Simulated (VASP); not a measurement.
Crystal: Be.

```xyz
1
Lattice="-1.2531 1.2531 1.2531 1.2531 -1.2531 1.2531 1.2531 1.2531 -1.2531" Properties=species:S:1:pos:R:3 pbc="T T T"
Be    0.0000    0.0000    0.0000
```

```yaml
Program: VASP 6.6.1
Task: relaxation of cell and atoms
Functional: LDA
Potentials_or_basis: VASP PAW LDA potentials, release 64 (Be)
Cutoff: 600 eV
k_mesh: 15 × 15 × 15
Occupations: gaussian, width 0.01 eV
Spin: no spin polarisation
```

At the start: pressure -6.1 GPa; volume 7.87 Å³/atom.

Task: Where does the relaxation end?

Result: Over 3 steps the energy falls by 7.7 meV/atom and the volume is 7.49 Å³/atom (-4.9 %); space group Im-3m (No. 229, to 0.05 Å).

Step by step:
```csv
step,energy change (eV),largest force (eV/Å),pressure (GPa),volume (Å³)
1,0.0000,0.0000,-6.13,7.87
2,-0.0075,0.0000,-0.84,7.53
3,-0.0077,0.0000,-0.01,7.49
```

Final structure:
```
Be
1.0
    -1.23233    1.23233    1.23233
     1.23233   -1.23233    1.23233
     1.23233    1.23233   -1.23233
Be
1
Direct
  0.00000 0.00000 0.00000
```
